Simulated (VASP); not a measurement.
# CsC (F-43m) in VASP: notebook

CsC is run at these levels: PBE; tasks: single point.

All numbers are computed with VASP 6.6.1; they aren't measurements. Logs are shortened: lines on timing, memory, paths and dates and some standing lists are left out, and cuts for length are marked.

**1. The cell of the first run**

It takes space group F-43m (No. 216, cubic). Conventional cell: a = 6.220 Å, b = 6.220 Å, c = 6.220 Å, α = 90.00°, β = 90.00°, γ = 90.00°. Cs (site symmetry -43m) has 4 C at 2.69 Å within 3.6 Å. C (site symmetry -43m) has 4 Cs at 2.69 Å within 3.6 Å.

**2. Single point, PBE**

INCAR reads:

```
PREC = Accurate
ENCUT = 520
EDIFF = 1E-6
ISMEAR = 1
SIGMA = 0.05
LREAL = False
LASPH = True
NELM = 100
ALGO = Normal
ISIF = 2
LWAVE = False
LCHARG = False
GGA = PE
NBANDS = 14
```

KPOINTS reads:

```
regular mesh
0
Gamma
  6 6 6
```

POSCAR reads:

```
CsC
1.0
    0.0000000000      3.1100544000      3.1100544000
    3.1100544000      0.0000000000      3.1100544000
    3.1100544000      3.1100544000      0.0000000000
Cs C
1 1
Direct
    0.0000000000      0.0000000000      0.0000000000
    0.2500000000      0.2500000000      0.2500000000
```

Potentials or basis: VASP PAW PBE potentials, release 64 (Cs_sv, C).

Command:

```
$ cat potpaw_PBE.64/Cs_sv/POTCAR potpaw_PBE.64/C/POTCAR > POTCAR
$ mpirun -np 1 vasp_std > vasp.out
```

OUTCAR:

```text
PREC = Accurate
   ENCUT = 520
   EDIFF = 1E-6
   ISMEAR = 1
   LREAL = False
   LASPH = True
   NELM = 100
   ISIF = 2
   GGA = PE

 ion  position               nearest neighbor table
   1  0.000  0.000  0.000-
   2  0.250  0.250  0.250-

  LATTYP: Found a face centered cubic cell.
 ALAT       =     6.2201088000

  Lattice vectors:

 A1 = (   0.0000000000,   3.1100544000,   3.1100544000)
 A2 = (   3.1100544000,   0.0000000000,   3.1100544000)
 A3 = (   3.1100544000,   3.1100544000,   0.0000000000)

Analysis of symmetry for initial positions (statically):
=====================================================================
 Subroutine PRICEL returns:
 Original cell was already a primitive cell.

 Routine SETGRP: Setting up the symmetry group for a
 face centered cubic supercell.

 Subroutine GETGRP returns: Found 24 space group operations
 (whereof 24 operations were pure point group operations)
 out of a pool of 48 trial point group operations.

The static configuration has the point symmetry T_d .

Analysis of symmetry for dynamics (positions and initial velocities):
=====================================================================
 Subroutine PRICEL returns:
 Original cell was already a primitive cell.

 Routine SETGRP: Setting up the symmetry group for a
 face centered cubic supercell.

 Subroutine GETGRP returns: Found 24 space group operations
 (whereof 24 operations were pure point group operations)
 out of a pool of 48 trial point group operations.

The dynamic configuration has the point symmetry T_d .

 Subroutine INISYM returns: Found 24 space group operations
 (whereof 24 operations are pure point group operations),
 and found     1 'primitive' translations

----------------------------------------------------------------------------------------

                                     Primitive cell

  volume of cell :      60.1636

  direct lattice vectors                    reciprocal lattice vectors
     0.000000000  3.110054400  3.110054400    -0.160768892  0.160768892  0.160768892
     3.110054400  0.000000000  3.110054400     0.160768892 -0.160768892  0.160768892
     3.110054400  3.110054400  0.000000000     0.160768892  0.160768892 -0.160768892

  length of vectors
     4.398281112  4.398281112  4.398281112     0.278459889  0.278459889  0.278459889

  position of ions in fractional coordinates (direct lattice)
     0.000000000  0.000000000  0.000000000
[... 78 lines left out ...]
   TEBEG  =    0.0;   TEEND  =   0.0 temperature during run
   PSTRESS=    0.0 pullay stress
   NELECT =      13.0000    total number of electrons
   NUPDOWN=      -1.0000    fix difference up-down
   EMIN   =  10.00;   EMAX   =-10.00  energy-range for DOS
   EFERMI =   0.00;   METHOD = LEGACY
   ISMEAR =     1;   SIGMA  =   0.05  broadening in eV -4-tet -1-fermi 0-gaus
   EFERMI_NEDOS =   21; number of points for ismear=-14 and -15
   IALGO  =     38    algorithm
   IMIX   =      4    mixing-type and parameters
     AMIX     =   0.40;   BMIX     =  1.00
     AMIX_MAG =   1.60;   BMIX_MAG =  1.00
  volume/ion in A,a.u.               =      30.08       203.00
  Fermi-wavevector in a.u.,A,eV,Ry     =   0.982376  1.856422 13.130487  0.965064
  Thomas-Fermi vector in A             =   2.113454
   LORBIT       =      0    0 simple, 1 ext, 2 COOP (PROOUT), +10 PAW based schemes
   GGA     = PE    functional components
   LHFCALC =     F    Hartree Fock is set to
   AEXX    =    0.0000 exact exchange contribution
   IVDW    =     0    specifies the selected vdW correction
   LEPSILON=     F    determine dielectric tensor
   LRPA    =     F    only Hartree local field effects (RPA)
 non-spin polarized calculation
 Methfessel and Paxton  Order N= 1 SIGMA  =   0.05
  energy-cutoff  :      520.00
  volume of cell :       60.16
 maximum number of plane-waves:      1639
 NGX is ok and might be reduce to    36
   NGX = 17   NGY = 17   NGZ = 17

 number of electron      13.0000000 magnetization

 Free energy of the ion-electron system (eV)
  ---------------------------------------------------
  ext. energy  EPLUGINS =         0.00000000
  ---------------------------------------------------
  free energy    TOTEN  =        -3.78629777 eV

  energy without entropy =       -3.78630614  energy(sigma->0) =       -3.78630056

 E-fermi :   1.4250     XC(G=0):  -8.1935

 val. band max:        1.3754373417   @ k =   0.3333   0.0000   0.0000
 cond. band min:       1.4280939191   @ k =   0.3333   0.1667   0.0000
 fundamental gap:      0.0526565773
 Fermi energy:         1.4250107785

 k-point     1 :       0.0000    0.0000    0.0000
  band No.  band energies     occupation
      1     -19.9587      2.00000
      2      -6.8967      2.00000
      3      -6.4094      2.00000
      4      -6.4094      2.00000
      5      -6.4094      2.00000
      6       0.7250      2.00000
      7       0.7250      2.00000
      8       0.7250      2.00000
      9       4.5522      0.00000
     10       8.1168      0.00000
     11       8.1168      0.00000
     12       9.6865      0.00000
     13       9.6865      0.00000
     14       9.6865      0.00000
[... 241 lines left out ...]
      1     -19.7438      2.00000
      2      -9.1601      2.00000
      3      -7.1750      2.00000
      4      -7.0057      2.00000
      5      -4.2168      2.00000
      6       0.8007      2.00000
      7       1.8818     -0.00000
      8       2.2224     -0.00000
      9       5.7199      0.00000
     10       6.2838      0.00000
     11       9.0628      0.00000
     12      10.1900      0.00000
     13      11.5371      0.00000
     14      12.6729      0.00000

------------------------ aborting loop because EDIFF is reached ----------------------------------------

  FORCE on cell =-STRESS in cart. coord.  units (eV):
  Direction    XX          YY          ZZ          XY          YZ          ZX
  --------------------------------------------------------------------------------------
  -------------------------------------------------------------------------------------
  Total        1.6639169      1.6639169      1.6639169     -0.0000000     -0.0000000      0.0000000
  in kB       44.3106653     44.3106653     44.3106653     -0.0000000     -0.0000000      0.0000000
  external PRESSURE =      44.3106653 kB  Pullay stress =       0.0000000 kB

 VOLUME and BASIS-vectors are now :
 -----------------------------------------------------------------------------
  energy-cutoff  :      520.00
  volume of cell :       60.16
      direct lattice vectors                 reciprocal lattice vectors
     0.000000000  3.110054400  3.110054400    -0.160768892  0.160768892  0.160768892
     3.110054400  0.000000000  3.110054400     0.160768892 -0.160768892  0.160768892
     3.110054400  3.110054400  0.000000000     0.160768892  0.160768892 -0.160768892

 POSITION                                       TOTAL-FORCE (eV/Angst)
 -----------------------------------------------------------------------------------
      0.00000      0.00000      0.00000         0.000000      0.000000      0.000000
      1.55503      1.55503      1.55503        -0.000000     -0.000000     -0.000000
 -----------------------------------------------------------------------------------
    total drift:                               -0.000000     -0.000000     -0.000000

  FREE ENERGIE OF THE ION-ELECTRON SYSTEM (eV)
  ---------------------------------------------------
  free  energy   TOTEN  =        -3.7862977650 eV

  energy  without entropy=       -3.7863061411  energy(sigma->0) =       -3.78630056
```

OSZICAR:

```text
N       E                     dE             d eps       ncg     rms          rms(c)
DAV:   1     0.590057764374E+02    0.59006E+02   -0.55872E+03   448   0.769E+02
DAV:   2    -0.131736680181E+00   -0.59138E+02   -0.55306E+02   606   0.138E+02
DAV:   3    -0.457351884647E+01   -0.44418E+01   -0.44131E+01   580   0.378E+01
DAV:   4    -0.461624905289E+01   -0.42730E-01   -0.42722E-01   496   0.433E+00
DAV:   5    -0.461658039181E+01   -0.33134E-03   -0.33134E-03   568   0.372E-01    0.382E+00
DAV:   6    -0.376218579057E+01    0.85439E+00   -0.25537E+00   532   0.791E+00    0.836E-01
DAV:   7    -0.377429043768E+01   -0.12105E-01   -0.16219E-01   448   0.230E+00    0.685E-01
DAV:   8    -0.378488637554E+01   -0.10596E-01   -0.13253E-02   550   0.771E-01    0.128E-01
DAV:   9    -0.378586168451E+01   -0.97531E-03   -0.17788E-03   508   0.249E-01    0.958E-02
DAV:  10    -0.378628728926E+01   -0.42560E-03   -0.10486E-03   496   0.169E-01    0.394E-02
DAV:  11    -0.378629683084E+01   -0.95416E-05   -0.15177E-04   514   0.709E-02    0.103E-02
DAV:  12    -0.378629729074E+01   -0.45989E-06   -0.13735E-05   526   0.234E-02    0.337E-03
DAV:  13    -0.378629776504E+01   -0.47430E-06   -0.20172E-06   502   0.898E-03
   1 F= -.37862978E+01 E0= -.37863006E+01  d E =0.837609E-05
```

Wall time 16 s (1 thread of AMD EPYC 7R43 (Zen 3), shared host); peak memory 0.17 GiB.

What came out:

```
Free energy : -3.7863 eV
Pressure    : 4.4 GPa
```

Caveat: spin-orbit coupling is left out, which moves the levels of the heavy elements.

**3. Single point, PBE**

INCAR reads:

```
SYSTEM = CsC
ALGO     = Normal         ! electronic algorithm
EDIFF    = 1E-6           ! SCF threshold, eV
ENCUT    = 520            ! plane-wave cutoff, eV
GGA      = PE             ! functional
ISIF     = 2              ! what is computed and relaxed
ISMEAR   = 1              ! smearing method
LASPH    = .TRUE.         ! aspherical terms in the spheres
LCHARG   = .FALSE.        ! write CHGCAR
LREAL    = .FALSE.        ! projectors in reciprocal space
LWAVE    = .FALSE.        ! write WAVECAR
NBANDS   = 14             ! bands
NELM     = 60             ! most SCF steps
PREC     = Accurate       ! precision mode
SIGMA    = 0.025          ! smearing width, eV
```

KPOINTS reads:

```
k-points
0
G
  6 6 6
  0 0 0
```

POSCAR is that of step 2.

Potentials or basis: VASP PAW PBE potentials, release 64 (Cs_sv, C).

Command:

```
$ cat potpaw_PBE.64/Cs_sv/POTCAR potpaw_PBE.64/C/POTCAR > POTCAR
$ mpirun -np 1 vasp_std > vasp.out
```

OUTCAR:

```text
SYSTEM = CsC
   EDIFF = 1E-6
   ENCUT = 520
   GGA = PE
   ISIF = 2
   ISMEAR = 1
   LASPH = .TRUE.
   LREAL = .FALSE.
   NELM = 60
   PREC = Accurate

 ion  position               nearest neighbor table
   1  0.000  0.000  0.000-
   2  0.250  0.250  0.250-

  LATTYP: Found a face centered cubic cell.
 ALAT       =     6.2201088000

  Lattice vectors:

 A1 = (   0.0000000000,   3.1100544000,   3.1100544000)
[... 445 lines left out ...]
     13      11.5371      0.00000
     14      12.6726      0.00000

------------------------ aborting loop because EDIFF is reached ----------------------------------------

  FORCE on cell =-STRESS in cart. coord.  units (eV):
  Direction    XX          YY          ZZ          XY          YZ          ZX
  --------------------------------------------------------------------------------------
  -------------------------------------------------------------------------------------
  Total        1.6674371      1.6674371      1.6674371      0.0000000      0.0000000     -0.0000000
  in kB       44.4044087     44.4044087     44.4044087      0.0000000      0.0000000     -0.0000000
  external PRESSURE =      44.4044087 kB  Pullay stress =       0.0000000 kB

 VOLUME and BASIS-vectors are now :
 -----------------------------------------------------------------------------
  energy-cutoff  :      520.00
  volume of cell :       60.16
      direct lattice vectors                 reciprocal lattice vectors
     0.000000000  3.110054400  3.110054400    -0.160768892  0.160768892  0.160768892
     3.110054400  0.000000000  3.110054400     0.160768892 -0.160768892  0.160768892
     3.110054400  3.110054400  0.000000000     0.160768892  0.160768892 -0.160768892

 POSITION                                       TOTAL-FORCE (eV/Angst)
 -----------------------------------------------------------------------------------
      0.00000      0.00000      0.00000         0.000000      0.000000      0.000000
      1.55503      1.55503      1.55503        -0.000000     -0.000000     -0.000000
 -----------------------------------------------------------------------------------
    total drift:                               -0.000000     -0.000000     -0.000000

  FREE ENERGIE OF THE ION-ELECTRON SYSTEM (eV)
  ---------------------------------------------------
  free  energy   TOTEN  =        -3.7858715220 eV

  energy  without entropy=       -3.7851515170  energy(sigma->0) =       -3.78563152
```

OSZICAR:

```text
N       E                     dE             d eps       ncg     rms          rms(c)
DAV:   1     0.590065541618E+02    0.59007E+02   -0.55872E+03   448   0.769E+02
DAV:   2    -0.131555626606E+00   -0.59138E+02   -0.55306E+02   606   0.138E+02
DAV:   3    -0.457277280867E+01   -0.44412E+01   -0.44118E+01   580   0.378E+01
DAV:   4    -0.461550737797E+01   -0.42735E-01   -0.42722E-01   496   0.433E+00
DAV:   5    -0.461583913563E+01   -0.33176E-03   -0.33175E-03   568   0.372E-01    0.382E+00
DAV:   6    -0.376174549911E+01    0.85409E+00   -0.25551E+00   532   0.791E+00    0.836E-01
DAV:   7    -0.377392669534E+01   -0.12181E-01   -0.16184E-01   448   0.230E+00    0.685E-01
DAV:   8    -0.378447826644E+01   -0.10552E-01   -0.13210E-02   550   0.771E-01    0.129E-01
DAV:   9    -0.378543758846E+01   -0.95932E-03   -0.18528E-03   508   0.254E-01    0.964E-02
DAV:  10    -0.378585854003E+01   -0.42095E-03   -0.10457E-03   496   0.169E-01    0.395E-02
DAV:  11    -0.378587062104E+01   -0.12081E-04   -0.15077E-04   514   0.710E-02    0.101E-02
DAV:  12    -0.378587099516E+01   -0.37412E-06   -0.13464E-05   526   0.232E-02    0.331E-03
DAV:  13    -0.378587152203E+01   -0.52687E-06   -0.18699E-06   494   0.873E-03
   1 F= -.37858715E+01 E0= -.37856315E+01  d E =-.720005E-03
```

stdout:

```text
POSCAR found type information on POSCAR CsC
 POSCAR found :  2 types and       2 ions
 scaLAPACK will be used
 LDA part: xc-table for (Slater+PW92), standard interpolation
 POSCAR, INCAR and KPOINTS ok, starting setup
 FFT: planning ... GRIDC
 FFT: planning ... GRID_SOFT
 FFT: planning ... GRID
 WAVECAR not read
 entering main loop
```

Run time: 15 s. Hardware: 1 thread of AMD EPYC 7R43 (Zen 3), shared host; peak memory 0.17 GiB.

What came out:

- Free energy: -3.7859 eV
- Pressure: 4.4 GPa

Levels at points of the mesh, in eV from the Fermi level:
| k point | band 3 | band 4 | band 5 | band 6 | band 7 | band 8 | band 9 | band 10 |
| --- | --- | --- | --- | --- | --- | --- | --- | --- |
| (0.00, 0.00, 0.00) | -7.83 | -7.83 | -7.83 | -0.70 | -0.70 | -0.70 | 3.13 | 6.69 |
| (0.50, 0.00, 0.00) | -8.06 | -8.06 | -6.46 | -0.18 | -0.18 | 0.47 | 4.90 | 6.41 |
| (0.50, 0.50, 0.00) | -8.40 | -8.40 | -5.87 | -1.14 | 0.92 | 0.92 | 4.34 | 5.04 |

Caveat: spin-orbit coupling is left out, which moves the levels of the heavy elements.

(Part 1 of 2 ends here.)
